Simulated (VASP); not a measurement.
# CdF2 (I4/mmm) in VASP: notebook, part 2 of 2

VASP 6.6.1.

## Step 3: Single point, LDA (strain +0.1125 x Voigt [1, 0, 0, 0, 0, 0])

The input, INCAR:

```
  PREC = Accurate
  ENCUT = 520
  EDIFF = 1E-6
  ISMEAR = 0
  SIGMA = 0.05
  LREAL = F
  LASPH = T
  NELM = 80
  ALGO = Normal
  ISIF = 2
  LWAVE = F
  LCHARG = F
  GGA = CA
  NBANDS = 20
```

The input, KPOINTS:

```
regular mesh
0
Gamma
  8 8 8
```

The input, POSCAR:

```
CdF2
1.0
    0.0000000000      2.6940000000      2.6940000000
    2.9970750000      0.0000000000      2.6940000000
    2.9970750000      2.6940000000      0.0000000000
Cd F
1 2
Direct
    0.0000000000      0.0000000000      0.0000000000
    0.2500000000      0.2500000000      0.2500000000
    0.7500000000      0.7500000000      0.7500000000
```

Potentials or basis: VASP PAW LDA potentials, release 64 (Cd, F).

Command:

```
cat potpaw_LDA.64/Cd/POTCAR potpaw_LDA.64/F/POTCAR > POTCAR
mpirun -np 1 vasp_std > vasp.out
```

OUTCAR:

```text
PREC = Accurate
   ENCUT = 520
   EDIFF = 1E-6
   ISMEAR = 0
   LREAL = F
   LASPH = T
   NELM = 80
   ISIF = 2
   GGA = CA

 ion  position               nearest neighbor table
   1  0.000  0.000  0.000-   3 2.42   3 2.42   2 2.42   3 2.42   2 2.42   2 2.42   3 2.42   2 2.42

   2  0.250  0.250  0.250-   1 2.42   1 2.42   1 2.42   1 2.42
   3  0.750  0.750  0.750-   1 2.42   1 2.42   1 2.42   1 2.42

  LATTYP: Found a body centered tetragonal cell.
 ALAT       =     3.8098913370
 C/A-ratio  =     1.5733125881

  Lattice vectors:

 A1 = (   2.9970750000,   0.0000000000,   2.6940000000)
 A2 = (   2.9970750000,   0.0000000000,  -2.6940000000)
 A3 = (  -2.9970750000,   2.6940000000,   0.0000000000)

Analysis of symmetry for initial positions (statically):
=====================================================================
 Subroutine PRICEL returns:
 Original cell was already a primitive cell.

 Routine SETGRP: Setting up the symmetry group for a
 body centered tetragonal supercell.

 Subroutine GETGRP returns: Found 16 space group operations
 (whereof 16 operations were pure point group operations)
 out of a pool of 16 trial point group operations.

The static configuration has the point symmetry D_4h.

Analysis of symmetry for dynamics (positions and initial velocities):
=====================================================================
 Subroutine PRICEL returns:
 Original cell was already a primitive cell.

 Routine SETGRP: Setting up the symmetry group for a
 body centered tetragonal supercell.

 Subroutine GETGRP returns: Found 16 space group operations
 (whereof 16 operations were pure point group operations)
 out of a pool of 16 trial point group operations.

The dynamic configuration has the point symmetry D_4h.

 Subroutine INISYM returns: Found 16 space group operations
 (whereof 16 operations are pure point group operations),
 and found     1 'primitive' translations

[... 113 lines left out ...]
   IALGO  =     38    algorithm
   IMIX   =      4    mixing-type and parameters
     AMIX     =   0.40;   BMIX     =  1.00
     AMIX_MAG =   1.60;   BMIX_MAG =  1.00
  volume/ion in A,a.u.               =      14.50        97.86
  Fermi-wavevector in a.u.,A,eV,Ry     =   1.378981  2.605897 25.872692  1.901589
  Thomas-Fermi vector in A             =   2.503993
   LORBIT       =      0    0 simple, 1 ext, 2 COOP (PROOUT), +10 PAW based schemes
   GGA     = CA    functional components
   LHFCALC =     F    Hartree Fock is set to
   AEXX    =    0.0000 exact exchange contribution
   IVDW    =     0    specifies the selected vdW correction
   LEPSILON=     F    determine dielectric tensor
   LRPA    =     F    only Hartree local field effects (RPA)
 non-spin polarized calculation
 Gauss-broadening in eV      SIGMA  =   0.05
  energy-cutoff  :      520.00
  volume of cell :       43.50
 maximum number of plane-waves:      1185
   NGX = 15   NGY = 15   NGZ = 15

 number of electron      26.0000011 magnetization

 Free energy of the ion-electron system (eV)
  ---------------------------------------------------
  ext. energy  EPLUGINS =         0.00000000
  ---------------------------------------------------
  free energy    TOTEN  =       -12.35880120 eV

  energy without entropy =      -12.35880120  energy(sigma->0) =      -12.35880120

 E-fermi :  -2.0367     XC(G=0): -10.5681

 val. band max:       -2.2464768874   @ k =   0.5000  -0.2500   0.2500
 cond. band min:      -0.0756833458   @ k =   0.0000   0.0000   0.0000
 fundamental gap:      2.1707935417
 Fermi energy:        -2.0367387577

 k-point     1 :       0.0000    0.0000    0.0000
  band No.  band energies     occupation
      1     -22.2832      2.00000
      2     -21.3411      2.00000
      3      -7.8445      2.00000
      4      -7.7596      2.00000
      5      -7.7596      2.00000
      6      -6.9861      2.00000
[... 541 lines left out ...]
     19      15.3383      0.00000
     20      16.5905      0.00000

 [... further k-points ...]

------------------------ aborting loop because EDIFF is reached ----------------------------------------

  FORCE on cell =-STRESS in cart. coord.  units (eV):
  Direction    XX          YY          ZZ          XY          YZ          ZX
  --------------------------------------------------------------------------------------
  -------------------------------------------------------------------------------------
  Total       -5.6020012     -2.5724021     -2.5724021      0.0000000      0.0000000      0.0000000
  in kB     -206.3150891    -94.7385329    -94.7385329      0.0000000      0.0000000      0.0000000
  external PRESSURE =    -131.9307183 kB  Pullay stress =       0.0000000 kB

 VOLUME and BASIS-vectors are now :
 -----------------------------------------------------------------------------
  energy-cutoff  :      520.00
  volume of cell :       43.50
      direct lattice vectors                 reciprocal lattice vectors
     0.000000000  2.694000000  2.694000000    -0.166829325  0.185597624  0.185597624
     2.997075000  0.000000000  2.694000000     0.166829325 -0.185597624  0.185597624
     2.997075000  2.694000000  0.000000000     0.166829325  0.185597624 -0.185597624

 POSITION                                       TOTAL-FORCE (eV/Angst)
 -----------------------------------------------------------------------------------
      0.00000      0.00000      0.00000        -0.000000     -0.000000      0.000000
      1.49854      1.34700      1.34700         0.000000      0.000000      0.000000
      4.49561      4.04100      4.04100        -0.000000     -0.000000     -0.000000
 -----------------------------------------------------------------------------------
    total drift:                                0.000000      0.000000      0.000000

  FREE ENERGIE OF THE ION-ELECTRON SYSTEM (eV)
  ---------------------------------------------------
  free  energy   TOTEN  =       -12.3588011992 eV

  energy  without entropy=      -12.3588011992  energy(sigma->0) =      -12.35880120
```

Wall time 26 s (1 thread of Intel Xeon Platinum 8488C (Sapphire Rapids), shared host); peak memory 0.17 GiB.

What came out:

* Free energy: -12.3588 eV
* Pressure: -13.2 GPa
* Band gap on the k mesh: 2.17 eV, indirect (least direct gap 2.77 eV)

Caveat: the cell differs from its parent crystal (strain +0.1125 x Voigt [1, 0, 0, 0, 0, 0]).
